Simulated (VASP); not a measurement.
Runs of VASP 6.6.1 on GaN. The structure is cubic, space group F-43m (No. 216). The conventional cell has a = 4.507 Å, b = 4.507 Å, c = 4.507 Å, α = 90.00°, β = 90.00°, γ = 90.00°. Within 2.6 Å of Ga (site symmetry -43m) lie 4 N at 1.95 Å. N (site symmetry -43m) has 4 Ga at 1.95 Å within 2.6 Å. 

```tsv
level	potentials or basis	gap on the mesh (eV)	pressure (GPa)
LDA	VASP PAW LDA potentials, release 64 (Ga_d, N)	1.75	-5.5
PBEsol	VASP PAW PBE potentials, release 64 (Ga_d, N)	(b)	-1.3
r2SCAN	VASP PAW PBE potentials, release 64 (Ga_d, N)	2.12	-0.1
revPBE	VASP PAW PBE potentials, release 64 (Ga_d, N)	(c)	(a)
```

Alike in all rows: task single point; no spin polarisation; cell as given; k mesh 8 × 8 × 8; cutoff (eV) 520; smearing gaussian 0.01 eV.

Q: Estimate the missing entries.

A: (a) 7.9; (b) 1.68; (c) 1.76.

Caveats: the PAW data sets were made with another functional, which shifts forces and pressure a little (some runs).

A k mesh can miss the band edges, and the runs leave out spin-orbit coupling on Ga.
